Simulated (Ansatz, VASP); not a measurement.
**Al in VASP and in Ansatz**

```
Al
1.0
     0.00000    1.96468    1.96468
     1.96468    0.00000    1.96468
     1.96468    1.96468    0.00000
Al
1
Direct
  0.00000 0.00000 0.00000
```

Alike in both runs: task single point; functional PBEsol; k mesh 18 × 18 × 18; occupations gaussian, width 0.1 eV; no spin polarisation.

|  | VASP | Ansatz |
| --- | --- | --- |
| version | VASP 6.6.1 | Ansatz 0.2.0 |
| potentials or method | VASP PAW PBE potentials, release 64 (Al), cutoff 520 eV | scalar-relativistic, plane waves, PAW |
| valence electrons in the cell | 3 | 3 |

```csv
,VASP,Ansatz,Ansatz less VASP
gap on the k mesh at the Fermi level (eV),none,none,-
pressure (GPa),6.2,6.1,-0.09
```

VASP's potentials were made for PBE, not for PBEsol. A gap of «none» marks a metal or a gap that the smearing closes.
